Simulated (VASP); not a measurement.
Runs of VASP 6.6.1 on Sb. The structure is that of space group Im-3m (No. 229), or close to it. The cells are those of the table. 

| task | cell | k mesh | cutoff (eV) | gap on the mesh (eV) | pressure (GPa) | relaxed volume (Å³/atom) |
| --- | --- | --- | --- | --- | --- | --- |
| relaxation of cell and atoms | relaxed from a = 4.834 Å, angles 109.5°, 3 atoms | 4 × 4 × 4 | 600 | none | -0.1 | 35.03 |
| single point | a = 5.156 Å, angles 109.5°, 3 atoms | 12 × 12 × 12 | 520 | none | 0.0 | - |
| relaxation of cell and atoms | relaxed from a = 5.147 Å, angles 109.5°, 3 atoms | 12 × 12 × 12 | 600 | none | 0.0 | 35.17 |
| single point | a = 4.834 Å, angles 109.5°, 3 atoms | 4 × 4 × 4 | 520 | none | (a) | - |
| single point | a = 5.147 Å, angles 109.5°, 3 atoms | 4 × 4 × 4 | 520 | none | 0.0 | - |

Alike in all rows: level PBE; potentials or basis VASP PAW PBE potentials, release 64 (Sb); no spin polarisation; smearing gaussian 0.1 eV.

Fill in the values left out.

(a) 11.8.

Caveats: some runs use coarse meshes; spin-orbit coupling is left out, which moves the levels of the heavy elements; the volume moved by over 15 % at a fixed basis, so the end points are rough (some runs).

A k mesh can miss the band edges, and the runs leave out spin-orbit coupling on Sb.

A gap of «none» marks levels without a gap at the run's occupations.
